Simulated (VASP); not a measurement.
A run of VASP 6.6.1 is set up as follows.

File INCAR:

```
PREC = Accurate ; ENCUT = 520
EDIFF = 1E-7 ; ISMEAR = 0
SIGMA = 0.01 ; LREAL = False
LASPH = True ; NELM = 100
ALGO = Normal ; ISIF = 2
LWAVE = False ; LCHARG = True
GGA = CA ; LELF = True
LVHAR = True ; NBANDS = 16
```

KPOINTS

```
regular mesh
0
Gamma
  6 6 2
```

File POSCAR:

```
MgS
1.0
    4.0286256259      0.0000000000      0.0000000000
   -2.0143128130      3.4888921344      0.0000000000
    0.0000000000      0.0000000000      6.4543928125
Mg S
2 2
Direct
    0.3333333333      0.6666666667     -0.0028727181
    0.6666666667      0.3333333333      0.4971272819
    0.3333333333      0.6666666667      0.3778727181
    0.6666666667      0.3333333333      0.8778727181
```

Potentials or basis: VASP PAW LDA potentials, release 64 (Mg, S).

Run with:

```sh
$ cat potpaw_LDA.64/Mg/POTCAR potpaw_LDA.64/S/POTCAR > POTCAR
$ mpirun -np 1 vasp_std > vasp.out
```

**Question.** Estimate the band gap on the k mesh.

**Answer.** 3.19 eV, direct.

**Question.** What does it give for the largest force?

**Answer.** 0.003 eV/Å.

**Question.** What does it give for the pressure?

**Answer.** -2.4 GPa.

Forces on the atoms (eV/Å):
```
Mg   0.000  0.000  0.003
Mg   0.000  0.000  0.003
S    0.000  0.000 -0.003
S    0.000  0.000 -0.003
```

Caveat: the k points lie up to 0.49 Å⁻¹ apart. Expect the measured gap to be larger: semilocal functionals such as LDA lack the derivative discontinuity.
